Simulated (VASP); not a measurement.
Wanted: the native input for a VASP 6.6.1 run.

```yaml
Task: relaxation of cell and atoms
Functional: PBEsol
Potentials_or_basis: VASP PAW PBE potentials, release 64 (Mg, B)
Cutoff: 600 eV
k_mesh: 15 × 15 × 12
Occupations: gaussian, width 0.1 eV
Spin: no spin polarisation
Dipole_correction: no
Further_INCAR_settings: ALGO = Normal; EDIFF = 1e-06; IBRION = 2; EDIFFG = -0.005; NSW = 100; ISIF = 3
```

The structure of MgB2 lies in POSCAR:

```
MgB2
1.0
    3.0850000000      0.0000000000      0.0000000000
   -1.5425000000      2.6716883707      0.0000000000
    0.0000000000      0.0000000000      3.5230000000
Mg B
1 2
Direct
    0.0000000000      0.0000000000      0.0000000000
    0.3333333333      0.6666666667      0.5000000000
    0.6666666667      0.3333333333      0.5000000000
```

The input as run:

INCAR

```
SYSTEM = MgB2
PREC = Accurate
ENCUT = 600
EDIFF = 1E-6
ISMEAR = 0
SIGMA = 0.1
LREAL = .False.
LASPH = .True.
NELM = 60
ALGO = Normal
ISIF = 3
LWAVE = .False.
LCHARG = .False.
GGA = PS
IBRION = 2
NSW = 100
EDIFFG = -0.005
```

KPOINTS

```
Automatic mesh
0
Gamma
  15 15 12
  0 0 0
```

Potentials or basis: VASP PAW PBE potentials, release 64 (Mg, B).

Run with:

```console
$ cat potpaw_PBE.64/Mg/POTCAR potpaw_PBE.64/B/POTCAR > POTCAR
$ mpirun -np 1 vasp_std > vasp.out
```

Results of the run:

The relaxed volume is 9.48 Å³/atom. The relaxed cell is a = 3.063 Å, b = 3.063 Å, c = 3.502 Å, α = 90.00°, β = 90.00°, γ = 120.00°. The space group after relaxing (to 0.05 Å) is P6/mmm (No. 191). The energy gained by relaxing is 2.0 meV/atom, the ionic steps are 6 and the pressure after relaxing is -0.1 GPa. The band gap on the k mesh is zero (band 4 reaches 7.16 eV, above the bottom of band 5 at 3.29 eV).

Caveat: the PAW data sets were made with another functional, which shifts forces and pressure a little.

Run time: 54 s on 1 thread of Intel(R) Xeon(R) 6975P-C (Granite Rapids), on a shared host, peak memory 0.21 GiB.
